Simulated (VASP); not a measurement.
## ZrC: single point with PBEsol

ZrC:

```
CELL_PARAMETERS angstrom
0.00000 2.38546 2.27970
2.38546 0.00000 2.27970
2.38546 2.38546 0.00000
ATOMIC_POSITIONS crystal
Zr 0.50000 0.50000 0.50000
C 0.00000 0.00000 0.00000
```

This cell differs from its parent crystal: strain +0.015 along x and y, -0.030 along z.

```yaml
Program: VASP 6.6.1
Task: single point
Functional: PBEsol
Potentials_or_basis: VASP PAW PBE potentials, release 64 (Zr_sv, C)
Cutoff: 520 eV
k_mesh: 18 × 18 × 18
Occupations: gaussian, width 0.15 eV
Spin: no spin polarisation
```

```
Pressure               : -3.2 GPa
Band gap on the k mesh : zero (band 8 reaches 10.42 eV, above the bottom of band 9 at 8.87 eV)
```

Stress tensor (GPa, compression positive):
```
-8.99  0.00  0.00
 0.00 -8.99  0.00
 0.00  0.00  8.44
```

Levels at points of the mesh, in eV from the Fermi level:
| k point | band 4 | band 5 | band 6 | band 7 | band 8 | band 9 | band 10 | band 11 | band 12 | band 13 |
| --- | --- | --- | --- | --- | --- | --- | --- | --- | --- | --- |
| (0.00, 0.00, 0.00) | -25.71 | -11.30 | 0.86 | 0.86 | 0.91 | 0.91 | 1.11 | 1.35 | 2.54 | 2.92 |
| (0.50, 0.00, 0.00) | -25.76 | -8.15 | -5.35 | -3.01 | -2.94 | 4.33 | 4.68 | 5.38 | 6.44 | 9.72 |
| (0.50, 0.50, 0.00) | -26.06 | -10.12 | -1.89 | -1.72 | -0.11 | -0.11 | 4.49 | 5.67 | 5.67 | 8.35 |
| (0.50, 0.00, 0.50) | -25.96 | -10.13 | -2.23 | -1.79 | 0.03 | 0.27 | 4.38 | 5.43 | 5.87 | 7.94 |

Wall time 90 s on 1 thread of Intel(R) Xeon(R) 6975P-C (Granite Rapids) (shared host), peak memory 0.31 GiB.

Caveat: the cell differs from its parent crystal (strain +0.015 along x and y, -0.030 along z); the PAW data sets were made with another functional, which shifts forces and pressure a little.
